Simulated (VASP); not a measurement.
# Ti (P6/mmm) in VASP: further runs, part 2 of 2

VASP 6.6.1.

### Step 3. Single point, PBEsol

This run uses another cell than the first one, of 15.80 Å³/atom, 0.937 times its volume.

INCAR

```
ALGO = Fast ; EDIFF = 1E-6
ENCUT = 520 ; GGA = PS
ISIF = 2 ; ISMEAR = 0
LASPH = True ; LCHARG = True
LELF = True ; LREAL = False
LVHAR = True ; LWAVE = False
NBANDS = 25 ; NELM = 80
PREC = Accurate ; SIGMA = 0.15
```

KPOINTS

```
k-points
0
Gamma
  12 12 14
```

POSCAR

```
Ti
1.0
    4.3795000000      0.0000000000      0.0000000000
   -2.1897500000      3.7927582559      0.0000000000
    0.0000000000      0.0000000000      2.8543000000
Ti
3
Direct
    0.0000000000      0.0000000000      0.0000000000
    0.3333333333      0.6666666667      0.5000000000
    0.6666666667      0.3333333333      0.5000000000
```

Potentials or basis: VASP PAW PBE potentials, release 64 (Ti_sv).

Command:

```console
$ cat potpaw_PBE.64/Ti_sv/POTCAR > POTCAR
$ mpirun -np 1 vasp_std > vasp.out
```

OUTCAR:

```text
EDIFF = 1E-6
   ENCUT = 520
   GGA = PS
   ISIF = 2
   ISMEAR = 0
   LASPH = True
   LREAL = False
   NELM = 80
   PREC = Accurate

 ion  position               nearest neighbor table
   1  0.000  0.000  0.000-   2 2.90   3 2.90   2 2.90   3 2.90   3 2.90   3 2.90   2 2.90   2 2.90
                             3 2.90   3 2.90   2 2.90   2 2.90
   2  0.333  0.667  0.500-   3 2.53   3 2.53   3 2.53   1 2.90   1 2.90   1 2.90   1 2.90   1 2.90
                             1 2.90
   3  0.667  0.333  0.500-   2 2.53   2 2.53   2 2.53   1 2.90   1 2.90   1 2.90   1 2.90   1 2.90
                             1 2.90

  LATTYP: Found a hexagonal cell.
 ALAT       =     4.3795000000
 C/A-ratio  =     0.6517410663

  Lattice vectors:

 A1 = (   4.3795000000,   0.0000000000,   0.0000000000)
 A2 = (  -2.1897500000,   3.7927582559,   0.0000000000)
 A3 = (   0.0000000000,   0.0000000000,   2.8543000000)

Analysis of symmetry for initial positions (statically):
=====================================================================
[... 166 lines left out ...]
 number of electron      35.9999997 magnetization

 Free energy of the ion-electron system (eV)
  ---------------------------------------------------
  ext. energy  EPLUGINS =         0.00000000
  ---------------------------------------------------
  free energy    TOTEN  =       -24.99845745 eV

  energy without entropy =      -24.96817866  energy(sigma->0) =      -24.98331805

 E-fermi :   9.1588     XC(G=0): -12.0896

 val. band max:        9.1577550519   @ k =   0.4167   0.0000   0.0000
 cond. band min:       9.1634736196   @ k =   0.3333   0.3333   0.2143
 fundamental gap:      0.0057185677
 Fermi energy:         9.1588049533

 k-point     1 :       0.0000    0.0000    0.0000
  band No.  band energies     occupation
      1     -47.4048      2.00000
      2     -47.1190      2.00000
      3     -46.8617      2.00000
      4     -23.8506      2.00000
      5     -23.8506      2.00000
      6     -23.8133      2.00000
[... 661 lines left out ...]
     24      11.4909      0.00000
     25      11.8321      0.00000

 [... further k-points ...]
[... 5 lines left out ...]
  --------------------------------------------------------------------------------------
  -------------------------------------------------------------------------------------
  Total        2.2713603      2.2713603     -0.5249451      0.0000000     -0.0000000      0.0000000
  in kB       76.7568773     76.7568773    -17.7396529      0.0000000     -0.0000000      0.0000000
  external PRESSURE =      45.2580339 kB  Pullay stress =       0.0000000 kB

 VOLUME and BASIS-vectors are now :
 -----------------------------------------------------------------------------
  energy-cutoff  :      520.00
  volume of cell :       47.41
      direct lattice vectors                 reciprocal lattice vectors
     4.379500000  0.000000000  0.000000000     0.228336568  0.131830179  0.000000000
    -2.189750000  3.792758256  0.000000000     0.000000000  0.263660358  0.000000000
     0.000000000  0.000000000  2.854300000     0.000000000  0.000000000  0.350348597

 POSITION                                       TOTAL-FORCE (eV/Angst)
 -----------------------------------------------------------------------------------
      0.00000      0.00000      0.00000        -0.000000      0.000000      0.000000
     -0.00000      2.52851      1.42715         0.000000     -0.000000      0.000000
      2.18975      1.26425      1.42715         0.000000      0.000000      0.000000
 -----------------------------------------------------------------------------------
    total drift:                                0.000000      0.000000     -0.000000

  FREE ENERGIE OF THE ION-ELECTRON SYSTEM (eV)
  ---------------------------------------------------
  free  energy   TOTEN  =       -24.9984574504 eV

  energy  without entropy=      -24.9681786572  energy(sigma->0) =      -24.98331805
```

OSZICAR:

```text
N       E                     dE             d eps       ncg     rms          rms(c)
DAV:   1     0.432698103515E+03    0.43270E+03   -0.18639E+04  7600   0.182E+03
DAV:   2     0.213739019468E+02   -0.41132E+03   -0.40433E+03  7648   0.520E+02
DAV:   3    -0.246400270427E+02   -0.46014E+02   -0.44812E+02 13990   0.149E+02
[... 39 lines left out ...]
RMM:  43    -0.249984558752E+02   -0.80457E-06   -0.16259E-05  6242   0.141E-02    0.300E-02
RMM:  44    -0.249984563757E+02   -0.50052E-06   -0.14409E-05  5738   0.134E-02    0.301E-02
RMM:  45    -0.249984567214E+02   -0.34570E-06   -0.12257E-05  6344   0.137E-02    0.292E-02
RMM:  46    -0.249984572642E+02   -0.54277E-06   -0.11283E-05  6106   0.137E-02    0.322E-02
RMM:  47    -0.249984574504E+02   -0.18621E-06   -0.96613E-06  6073   0.128E-02
   1 F= -.24998457E+02 E0= -.24983318E+02  d E =-.302788E-01
```

stdout:

```text
POSCAR found type information on POSCAR Ti
 POSCAR found :  1 types and       3 ions
 scaLAPACK will be used
 -----------------------------------------------------------------------------
|                                                                             |
|                                                                             |
|     You enforced a specific xc type in the INCAR file but a different       |
|     I HOPE YOU KNOW WHAT YOU ARE DOING!                                     |
|                                                                             |
 -----------------------------------------------------------------------------

 LDA part: xc-table for (Slater+PW92), standard interpolation
 POSCAR, INCAR and KPOINTS ok, starting setup
 FFT: planning ... GRIDC
 FFT: planning ... GRID_SOFT
 FFT: planning ... GRID
 WAVECAR not read
 entering main loop
WARNING in EDDRMM: call to ZHEGV failed, returncode =   6  3     19
WARNING in EDDRMM: call to ZHEGV failed, returncode =   8  4     14
WARNING in EDDRMM: call to ZHEGV failed, returncode =   8  4     25
WARNING in EDDRMM: call to ZHEGV failed, returncode =   8  4      6
WARNING in EDDRMM: call to ZHEGV failed, returncode =   8  4     11
WARNING in EDDRMM: call to ZHEGV failed, returncode =   8  4     24
WARNING in EDDRMM: call to ZHEGV failed, returncode =   8  4      6
WARNING in EDDRMM: call to ZHEGV failed, returncode =   8  4      5
WARNING in EDDRMM: call to ZHEGV failed, returncode =   6  3     21
WARNING in EDDRMM: call to ZHEGV failed, returncode =   8  4      4
WARNING in EDDRMM: call to ZHEGV failed, returncode =   6  3     15
WARNING in EDDRMM: call to ZHEGV failed, returncode =   8  4      5
WARNING in EDDRMM: call to ZHEGV failed, returncode =   6  3      5
```

Wall time 7.7 min (1 thread of Intel Xeon Platinum 8488C (Sapphire Rapids), shared host); peak memory 0.27 GiB.

What came out:

```yaml
Free_energy: -24.9985 eV
Pressure: 4.5 GPa
Band_gap_on_the_k_mesh: zero (band 18 reaches 9.55 eV, above the bottom of band 19 at 8.99 eV)
```

Levels at points of the mesh, in eV from the Fermi level:
| k point | band 14 | band 15 | band 16 | band 17 | band 18 | band 19 | band 20 | band 21 | band 22 | band 23 |
| --- | --- | --- | --- | --- | --- | --- | --- | --- | --- | --- |
| (0.00, 0.00, 0.00) | -2.28 | -0.67 | -0.67 | -0.56 | -0.56 | 0.25 | 1.01 | 1.42 | 1.42 | 1.63 |
| (0.50, 0.00, 0.00) | -3.52 | -2.85 | -0.53 | -0.37 | -0.33 | 0.12 | 0.63 | 0.82 | 1.64 | 1.73 |
| (0.00, 0.00, 0.50) | -2.38 | -2.38 | -2.00 | -1.84 | -1.84 | 1.30 | 1.30 | 1.30 | 1.30 | 3.28 |
| (0.50, 0.00, 0.50) | -2.27 | -1.85 | -1.35 | -0.96 | -0.75 | 0.36 | 0.76 | 1.03 | 1.12 | 2.43 |

Caveat: the PAW data sets were made with another functional, which shifts forces and pressure a little.

### Step 4. Single point, PBEsol

This run uses another cell than the first one, of 15.75 Å³/atom, 0.934 times its volume.

INCAR

```
PREC = Accurate ; ENCUT = 520
EDIFF = 1E-6 ; ISMEAR = 0
SIGMA = 0.15 ; LREAL = False
LASPH = True ; NELM = 100
ALGO = Fast ; ISIF = 2
LWAVE = False ; LCHARG = True
GGA = PS ; LELF = True
LVHAR = True ; NBANDS = 25
```

KPOINTS

```
Automatic mesh
0
Gamma
  12 12 14
```

POSCAR

```
Ti
1.0
    4.4607000000      0.0000000000      0.0000000000
   -2.2303500000      3.8630795187      0.0000000000
    0.0000000000      0.0000000000      2.7423000000
Ti
3
Direct
    0.0000000000      0.0000000000      0.0000000000
    0.3333333333      0.6666666667      0.5000000000
    0.6666666667      0.3333333333      0.5000000000
```

Potentials or basis: VASP PAW PBE potentials, release 64 (Ti_sv).

Command:

```console
$ cat potpaw_PBE.64/Ti_sv/POTCAR > POTCAR
$ mpirun -np 1 vasp_std > vasp.out
```

OUTCAR:

```text
PREC = Accurate
   ENCUT = 520
   EDIFF = 1E-6
   ISMEAR = 0
   LREAL = False
   LASPH = True
   NELM = 100
   ISIF = 2
   GGA = PS

 ion  position               nearest neighbor table
   1  0.000  0.000  0.000-   2 2.92   3 2.92   2 2.92   3 2.92   3 2.92   3 2.92   2 2.92   2 2.92
                             3 2.92   3 2.92   2 2.92   2 2.92
   2  0.333  0.667  0.500-   3 2.58   3 2.58   3 2.58   1 2.92   1 2.92   1 2.92   1 2.92   1 2.92
                             1 2.92
   3  0.667  0.333  0.500-   2 2.58   2 2.58   2 2.58   1 2.92   1 2.92   1 2.92   1 2.92   1 2.92
                             1 2.92

  LATTYP: Found a hexagonal cell.
[... 865 lines left out ...]

 [... further k-points ...]
[... 5 lines left out ...]
  --------------------------------------------------------------------------------------
  -------------------------------------------------------------------------------------
  Total        1.3782530      1.3782530      2.0261166      0.0000000      0.0000000      0.0000000
  in kB       46.7291526     46.7291526     68.6947254      0.0000000      0.0000000      0.0000000
  external PRESSURE =      54.0510102 kB  Pullay stress =       0.0000000 kB

 VOLUME and BASIS-vectors are now :
 -----------------------------------------------------------------------------
  energy-cutoff  :      520.00
  volume of cell :       47.26
      direct lattice vectors                 reciprocal lattice vectors
     4.460700000  0.000000000  0.000000000     0.224180061  0.129430419  0.000000000
    -2.230350000  3.863079519  0.000000000     0.000000000  0.258860838  0.000000000
     0.000000000  0.000000000  2.742300000     0.000000000  0.000000000  0.364657404

 POSITION                                       TOTAL-FORCE (eV/Angst)
 -----------------------------------------------------------------------------------
      0.00000      0.00000      0.00000        -0.000000      0.000000     -0.000000
     -0.00000      2.57539      1.37115         0.000000      0.000000      0.000000
      2.23035      1.28769      1.37115        -0.000000     -0.000000     -0.000000
 -----------------------------------------------------------------------------------
    total drift:                                0.000000      0.000000     -0.000000

  FREE ENERGIE OF THE ION-ELECTRON SYSTEM (eV)
  ---------------------------------------------------
  free  energy   TOTEN  =       -25.0368422794 eV

  energy  without entropy=      -25.0053331502  energy(sigma->0) =      -25.02108771
```

stdout:

```text
POSCAR found type information on POSCAR Ti
 POSCAR found :  1 types and       3 ions
 scaLAPACK will be used
 -----------------------------------------------------------------------------
|                                                                             |
|                                                                             |
|     You enforced a specific xc type in the INCAR file but a different       |
[... 18 lines left out ...]
WARNING in EDDRMM: call to ZHEGV failed, returncode =   8  4     12
WARNING in EDDRMM: call to ZHEGV failed, returncode =   8  4     13
WARNING in EDDRMM: call to ZHEGV failed, returncode =   6  3     20
WARNING in EDDRMM: call to ZHEGV failed, returncode =   6  3     10
WARNING in EDDRMM: call to ZHEGV failed, returncode =   8  4     21
WARNING in EDDRMM: call to ZHEGV failed, returncode =   6  3     15
WARNING in EDDRMM: call to ZHEGV failed, returncode =   6  3     23
```

It took 9.6 min on 1 thread of Intel Xeon Platinum 8488C (Sapphire Rapids), shared host; peak memory 0.25 GiB.

Results:

| Item | Value |
| --- | --- |
| Free energy | -25.0368 eV |
| Pressure | 5.4 GPa |
| Band gap on the k mesh | zero (band 18 reaches 9.38 eV, above the bottom of band 19 at 9.05 eV) |

Caveat: the PAW data sets were made with another functional, which shifts forces and pressure a little.

### Step 5. The runs side by side

| cell | gap on the mesh (eV) | pressure (GPa) |
| --- | --- | --- |
| a = 4.515, b = 4.515, c = 2.865 Å, angles 90.0, 90.0, 120.0°, 3 atoms | none | -3.1 |
| a = 4.380, b = 4.380, c = 2.854 Å, angles 90.0, 90.0, 120.0°, 3 atoms | none | 4.5 |
| a = 4.461, b = 4.461, c = 2.742 Å, angles 90.0, 90.0, 120.0°, 3 atoms | none | 5.4 |

Alike in all rows: task single point; level PBEsol; potentials or basis VASP PAW PBE potentials, release 64 (Ti_sv); no spin polarisation; k mesh 12 × 12 × 14; cutoff (eV) 520; smearing gaussian 0.15 eV.

Caveats: the PAW data sets were made with another functional, which shifts forces and pressure a little.

Total energies depend on the potentials used, so only differences within one code and one set of settings carry meaning.
